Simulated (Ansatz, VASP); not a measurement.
## One calculation of CdF2, two programs

Contents of INCAR:

```
  ALGO = Normal
  EDIFF = 1E-8
  ENCUT = 520
  GGA = PE
  ISIF = 2
  ISMEAR = -1
  LASPH = True
  LCHARG = False
  LEFG = True
  LREAL = False
  LWAVE = False
  NBANDS = 20
  NELM = 60
  PREC = Accurate
  SIGMA = 0.05
```

File KPOINTS:

```
k-points
0
Gamma
  11 11 11
```

File POSCAR:

```
CdF2
1.0
   -0.0274071972      2.7407197206      2.7407197206
    2.7407197206     -0.0274071972      2.7407197206
    2.7133125234      2.7133125234      0.0000000000
Cd F
1 2
Direct
    0.0000000000      0.0000000000      0.0000000000
    0.2500000000      0.2500000000      0.2500000000
    0.7500000000      0.7500000000      0.7500000000
```

Input for Ansatz:

```yaml
crystal:
  lattice:
    - [-0.0274071972, 2.7407197206, 2.7407197206]
    - [2.7407197206, -0.0274071972, 2.7407197206]
    - [2.7133125234, 2.7133125234, 0.0]
  atoms:
    - { symbol: Cd, position: [0.0, 0.0, 0.0] }
    - { symbol: F, position: [0.25, 0.25, 0.25] }
    - { symbol: F, position: [0.75, 0.75, 0.75] }
kpoints:
  mp_grid: { grid: [11, 11, 11] }
scf:
  occupations: { method: fermi_dirac, width: 0.05 }
hamiltonian:
  xc: pbe
  pseudopotentials: { kind: all_electron, datasets: crystal }
output:
  forces: true
  stress: true
  eigenvalues: true
  efg: { contact_densities: true }
```

Change from the starting cell: xy shear strain of -2 %, crystal datasets.

Alike in both runs: task electric field gradients; functional PBE; k mesh 11 × 11 × 11; occupations fermi-dirac, width 0.05 eV; no spin polarisation.

```csv
,VASP,Ansatz
version,VASP 6.6.1,Ansatz 0.2.0
potentials or method,"VASP PAW PBE potentials, release 64 (Cd, F), cutoff 520 eV","all-electron PAW with datasets made for the crystal, scalar-relativistic"
```

|  | VASP | Ansatz | Ansatz less VASP |
| --- | --- | --- | --- |
| gap on the k mesh at the Fermi level (eV) | 2.90 | 2.93 | +0.024 |
| pressure (GPa) | 0.6 | 0.0 | -0.55 |
| traceless stress, the component that is largest in VASP (GPa) | 0.42 | 0.36 | -0.063 |
| rms of the force components (eV/Å) | 0.014 | 0.011 | -0.0031 |
| size of Vzz on the site where it differs most (V/Å²) | 9.2 | 9.2 | -0.06 |

Atom by atom the forces differ by 0.003 eV/Å (rms over components). Ansatz ran all-electron here, and VASP with PAW potentials.
